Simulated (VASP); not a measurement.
# Hg2O (P-6m2) in VASP: notebook

Hg2O is run at these levels: PBE; tasks: single point.

All numbers are computed with VASP 6.6.1; they aren't measurements. Logs are shortened: lines on timing, memory, paths and dates and some standing lists are left out, and cuts for length are marked.

### 1 The cell of the first run

It takes space group P-6m2 (No. 187, hexagonal). The conventional cell has a = 3.769 Å, b = 3.769 Å, c = 5.917 Å, α = 90.00°, β = 90.00°, γ = 120.00°. Within 4.8 Å of Hg (site symmetry -6m2) lie 6 O at 3.67 Å and 12 Hg at 3.67 to 3.77 Å. Within 2.9 Å of Hg (site symmetry -6m2) lie 3 O at 2.18 Å. Within 2.9 Å of O (site symmetry -6m2) lie 3 Hg at 2.18 Å.

### 2 Single point, PBE

Contents of INCAR:

```
PREC = Accurate ; ENCUT = 600
EDIFF = 1E-6 ; ISMEAR = 0
SIGMA = 0.15 ; LREAL = F
LASPH = T ; NELM = 120
ALGO = Normal ; ISIF = 2
LWAVE = F ; LCHARG = F
GGA = PE ; NBANDS = 22
GGA_COMPAT = F
```

Contents of KPOINTS:

```
Automatic mesh
0
Gamma
  4 4 3
```

Contents of POSCAR:

```
Hg2O
1.0
    3.7692717419      0.0000000000      0.0000000000
   -1.8846358710      3.2642850823      0.0000000000
    0.0000000000      0.0000000000      5.9172298558
Hg O
2 1
Direct
    0.6666666667      0.3333333333      0.0000000000
    0.0000000000      0.0000000000      0.5000000000
    0.3333333333      0.6666666667      0.5000000000
```

Potentials or basis: VASP PAW PBE potentials, release 64 (Hg, O).

On the command line:

```
> cat potpaw_PBE.64/Hg/POTCAR potpaw_PBE.64/O/POTCAR > POTCAR
> mpirun -np 1 vasp_std > vasp.out
```

OUTCAR:

```text
PREC = Accurate
   ENCUT = 600
   EDIFF = 1E-6
   ISMEAR = 0
   LREAL = F
   LASPH = T
   NELM = 120
   ISIF = 2
   GGA = PE

 ion  position               nearest neighbor table
   1  0.667  0.333  0.000-   2 3.67   2 3.67   2 3.67   2 3.67   2 3.67   2 3.67
   2  0.000  0.000  0.500-   3 2.18   3 2.18   3 2.18   1 3.67   1 3.67   1 3.67   1 3.67   1 3.67
                             1 3.67
   3  0.333  0.667  0.500-   2 2.18   2 2.18   2 2.18

  LATTYP: Found a hexagonal cell.
 ALAT       =     3.7692717419
 C/A-ratio  =     1.5698602438

  Lattice vectors:

 A1 = (   3.7692717419,   0.0000000000,   0.0000000000)
 A2 = (  -1.8846358710,   3.2642850823,   0.0000000000)
 A3 = (   0.0000000000,   0.0000000000,   5.9172298558)

Analysis of symmetry for initial positions (statically):
=====================================================================
 Subroutine PRICEL returns:
 Original cell was already a primitive cell.

 Routine SETGRP: Setting up the symmetry group for a
 hexagonal supercell.

 Subroutine GETGRP returns: Found 12 space group operations
 (whereof 12 operations were pure point group operations)
 out of a pool of 24 trial point group operations.

The static configuration has the point symmetry D_3h.

Analysis of symmetry for dynamics (positions and initial velocities):
=====================================================================
 Subroutine PRICEL returns:
 Original cell was already a primitive cell.

 Routine SETGRP: Setting up the symmetry group for a
 hexagonal supercell.

 Subroutine GETGRP returns: Found 12 space group operations
 (whereof 12 operations were pure point group operations)
 out of a pool of 24 trial point group operations.

The dynamic configuration has the point symmetry D_3h.

 Subroutine INISYM returns: Found 12 space group operations
 (whereof 12 operations are pure point group operations),
 and found     1 'primitive' translations

----------------------------------------------------------------------------------------

                                     Primitive cell

  volume of cell :      72.8055

  direct lattice vectors                    reciprocal lattice vectors
     3.769271742  0.000000000  0.000000000     0.265303239  0.153172896  0.000000000
    -1.884635871  3.264285082  0.000000000     0.000000000  0.306345792  0.000000000
     0.000000000  0.000000000  5.917229856     0.000000000  0.000000000  0.168997998

  length of vectors
     3.769271742  3.769271742  5.917229856     0.306345792  0.306345792  0.168997998

  position of ions in fractional coordinates (direct lattice)
     0.666666667  0.333333333  0.000000000
     0.000000000  0.000000000  0.500000000
     0.333333333  0.666666667  0.500000000

  ion indices of the primitive-cell ions
   primitive index   ion index
                 1           1
                 2           2
                 3           3

----------------------------------------------------------------------------------------

 KPOINTS: Automatic mesh

Automatic generation of k-mesh.
 Grid dimensions read from file:
 generate k-points for:    4    4    3

 Generating k-lattice:

  Cartesian coordinates                     Fractional coordinates (reciprocal lattice)
     0.066325810  0.038293224  0.000000000     0.250000000 -0.000000000  0.000000000
     0.000000000  0.076586448  0.000000000     0.000000000  0.250000000  0.000000000
     0.000000000  0.000000000  0.056332666     0.000000000  0.000000000  0.333333333

  Length of vectors
     0.076586448  0.076586448  0.056332666

  Shift w.r.t. Gamma in fractional coordinates (k-lattice)
     0.000000000  0.000000000  0.000000000

 Subroutine IBZKPT returns following result:
 ===========================================

 Found      8 irreducible k-points:

 Following reciprocal coordinates:
            Coordinates               Weight
  0.000000  0.000000  0.000000      1.000000
  0.250000  0.000000  0.000000      6.000000
  0.500000  0.000000  0.000000      3.000000
  0.250000  0.250000  0.000000      6.000000
  0.000000  0.000000  0.333333      2.000000
  0.250000  0.000000  0.333333     12.000000
  0.500000  0.000000  0.333333      6.000000
  0.250000  0.250000  0.333333     12.000000
   k-points           NKPTS =      8   k-points in BZ     NKDIM =      8   number of bands    NBANDS=     22
   number of dos      NEDOS =    301   number of ions     NIONS =      3
   total plane-waves  NPLWV =  43200
   dimension x,y,z NGX =    30 NGY =   30 NGZ =   48
   dimension x,y,z NGXF=    60 NGYF=   60 NGZF=   96
   ions per type =               2   1
   NGX,Y,Z   is equivalent  to a cutoff of  13.23, 13.23, 13.49 a.u.
   NGXF,Y,Z  is equivalent  to a cutoff of  26.46, 26.46, 26.97 a.u.
 SYSTEM =  unknown system
   PREC   = accura    normal or accurate (medium, high low for compatibility)
   ISTART =      0    job   : 0-new  1-cont  2-samecut
   ICHARG =      2    charge: 1-file 2-atom 10-const
   ISPIN  =      1    spin polarized calculation?
   LNONCOLLINEAR =      F non collinear calculations
   LSORBIT =      F    spin-orbit coupling
   LASPH  =      T    aspherical Exc in radial PAW
   ENCUT  =  600.0 eV  44.10 Ry    6.64 a.u.   7.53  7.53 11.82*2*pi/ulx,y,z
   NELM   =    120;   NELMIN=  2; NELMDL= -5     # of ELM steps
   EDIFF  = 0.1E-05   stopping-criterion for ELM
   LREAL  =      F    real-space projection
   EDIFFG = 0.1E-04   stopping-criterion for IOM
   NSW    =      0    number of steps for IOM
   IBRION =     -1    ionic relax: 0-MD 1-quasi-New 2-CG
   NFREE  =      0    steps in history (QN), initial steepest desc. (CG)
   ISIF   =      2    stress and relaxation
   ISYM   =      2    0-nonsym 1-usesym 2-fastsym
   POTIM  = 0.5000    time-step for ionic-motion
   TEBEG  =    0.0;   TEEND  =   0.0 temperature during run
   PSTRESS=    0.0 pullay stress
   NELECT =      30.0000    total number of electrons
   NUPDOWN=      -1.0000    fix difference up-down
   EMIN   =  10.00;   EMAX   =-10.00  energy-range for DOS
   EFERMI =   0.00;   METHOD = LEGACY
   ISMEAR =     0;   SIGMA  =   0.15  broadening in eV -4-tet -1-fermi 0-gaus
   EFERMI_NEDOS =   21; number of points for ismear=-14 and -15
   IALGO  =     38    algorithm
   IMIX   =      4    mixing-type and parameters
     AMIX     =   0.40;   BMIX     =  1.00
     AMIX_MAG =   1.60;   BMIX_MAG =  1.00
  volume/ion in A,a.u.               =      24.27       163.77
  Fermi-wavevector in a.u.,A,eV,Ry     =   1.218224  2.302110 20.192004  1.484070
  Thomas-Fermi vector in A             =   2.353518
   LORBIT       =      0    0 simple, 1 ext, 2 COOP (PROOUT), +10 PAW based schemes
   GGA     = PE    functional components
   LHFCALC =     F    Hartree Fock is set to
   AEXX    =    0.0000 exact exchange contribution
   IVDW    =     0    specifies the selected vdW correction
   LEPSILON=     F    determine dielectric tensor
   LRPA    =     F    only Hartree local field effects (RPA)
 non-spin polarized calculation
 Gauss-broadening in eV      SIGMA  =   0.15
  energy-cutoff  :      600.00
  volume of cell :       72.81
 maximum number of plane-waves:      2447
   NGX = 15   NGY = 15   NGZ = 23

 number of electron      29.9999997 magnetization

 Free energy of the ion-electron system (eV)
  ---------------------------------------------------
  ext. energy  EPLUGINS =         0.00000000
  ---------------------------------------------------
  free energy    TOTEN  =        -5.43709870 eV

  energy without entropy =       -5.42745754  energy(sigma->0) =       -5.43227812

 E-fermi :  -0.0699     XC(G=0):  -9.2890

 val. band max:       -0.1145724694   @ k =   0.0000   0.0000   0.0000
 cond. band min:       0.5600365391   @ k =   0.0000   0.0000   0.0000
 fundamental gap:      0.6746090085
 Fermi energy:        -0.0699303932

 k-point     1 :       0.0000    0.0000    0.0000
  band No.  band energies     occupation
      1     -17.4015      2.00000
      2      -7.0197      2.00000
      3      -7.0197      2.00000
      4      -5.7360      2.00000
      5      -5.4529      2.00000
      6      -5.4529      2.00000
[... 14 lines left out ...]
     21      12.3176      0.00000
     22      12.3693      0.00000

 k-point     2 :       0.2500    0.0000    0.0000
  band No.  band energies     occupation
      1     -17.2684      2.00000
      2      -6.9205      2.00000
      3      -6.5861      2.00000
      4      -5.7747      2.00000
      5      -5.5797      2.00000
      6      -5.5162      2.00000
[... 14 lines left out ...]
     21      10.1429      0.00000
     22      12.0823      0.00000

 k-point     3 :       0.5000    0.0000    0.0000
  band No.  band energies     occupation
      1     -17.1359      2.00000
      2      -6.3710      2.00000
      3      -6.0500      2.00000
      4      -6.0096      2.00000
      5      -5.5754      2.00000
      6      -5.4940      2.00000
[... 14 lines left out ...]
     21       7.5506      0.00000
     22      11.2205      0.00000

 k-point     4 :       0.2500    0.2500    0.0000
  band No.  band energies     occupation
      1     -17.1364      2.00000
      2      -6.5401      2.00000
      3      -6.0198      2.00000
      4      -5.8747      2.00000
      5      -5.5966      2.00000
      6      -5.4087      2.00000
[... 14 lines left out ...]
     21       8.3532      0.00000
     22      11.1230      0.00000

 k-point     5 :       0.0000    0.0000    0.3333
  band No.  band energies     occupation
      1     -17.4000      2.00000
      2      -7.0234      2.00000
      3      -7.0234      2.00000
      4      -5.5345      2.00000
      5      -5.4596      2.00000
      6      -5.4596      2.00000
[... 14 lines left out ...]
     21      11.3977      0.00000
     22      11.3977      0.00000

 k-point     6 :       0.2500    0.0000    0.3333
  band No.  band energies     occupation
      1     -17.2676      2.00000
      2      -6.9039      2.00000
      3      -6.5900      2.00000
      4      -5.8465      2.00000
      5      -5.4858      2.00000
      6      -5.4784      2.00000
[... 14 lines left out ...]
     21      10.0332      0.00000
     22      11.5601      0.00000

 k-point     7 :       0.5000    0.0000    0.3333
  band No.  band energies     occupation
      1     -17.1358      2.00000
      2      -6.3466      2.00000
      3      -6.0931      2.00000
      4      -6.0097      2.00000
      5      -5.5085      2.00000
      6      -5.4318      2.00000
[... 14 lines left out ...]
     21       9.8023      0.00000
     22      11.6965      0.00000

 k-point     8 :       0.2500    0.2500    0.3333
  band No.  band energies     occupation
      1     -17.1362      2.00000
      2      -6.5276      2.00000
      3      -5.9966      2.00000
      4      -5.8808      2.00000
      5      -5.6396      2.00000
      6      -5.3867      2.00000
[... 14 lines left out ...]
     21       9.3821      0.00000
     22      10.5943      0.00000

------------------------ aborting loop because EDIFF is reached ----------------------------------------

  FORCE on cell =-STRESS in cart. coord.  units (eV):
  Direction    XX          YY          ZZ          XY          YZ          ZX
  --------------------------------------------------------------------------------------
  -------------------------------------------------------------------------------------
  Total        0.3815344      0.3815344     -0.1033307     -0.0000000      0.0000000      0.0000000
  in kB        8.3961530      8.3961530     -2.2739239     -0.0000000      0.0000000      0.0000000
  external PRESSURE =       4.8394607 kB  Pullay stress =       0.0000000 kB

 VOLUME and BASIS-vectors are now :
 -----------------------------------------------------------------------------
  energy-cutoff  :      600.00
  volume of cell :       72.81
      direct lattice vectors                 reciprocal lattice vectors
     3.769271742  0.000000000  0.000000000     0.265303239  0.153172896  0.000000000
    -1.884635871  3.264285082  0.000000000     0.000000000  0.306345792  0.000000000
     0.000000000  0.000000000  5.917229856     0.000000000  0.000000000  0.168997998

 POSITION                                       TOTAL-FORCE (eV/Angst)
 -----------------------------------------------------------------------------------
      1.88464      1.08810      0.00000         0.000000      0.000000      0.000000
      0.00000      0.00000      2.95861         0.000000      0.000000      0.000000
     -0.00000      2.17619      2.95861        -0.000000      0.000000      0.000000
 -----------------------------------------------------------------------------------
    total drift:                                0.000000     -0.000000     -0.000000

  FREE ENERGIE OF THE ION-ELECTRON SYSTEM (eV)
  ---------------------------------------------------
  free  energy   TOTEN  =        -5.4370987004 eV

  energy  without entropy=       -5.4274575378  energy(sigma->0) =       -5.43227812
```

It took 7.7 s on 1 thread of Intel Xeon 6975P-C (Granite Rapids), shared host; peak memory 0.2 GiB.

Results:

```yaml
Free_energy: -5.4371 eV
Pressure: 0.5 GPa
Band_gap_on_the_k_mesh: zero (filled and empty bands touch)
```

Levels at points of the mesh, in eV from the Fermi level:
```csv
k point,band 13,band 14,band 15,band 16,band 17,band 18
"(0.00, 0.00, 0.00)",-2.47,-0.04,-0.04,0.63,3.01,9.68
"(0.50, 0.00, 0.00)",-1.92,-1.00,-0.81,1.68,4.38,4.54
```

Caveat: the k points lie up to 0.48 Å⁻¹ apart; spin-orbit coupling is left out, which moves the levels of the heavy elements.

(Continued in part 2 of 2.)
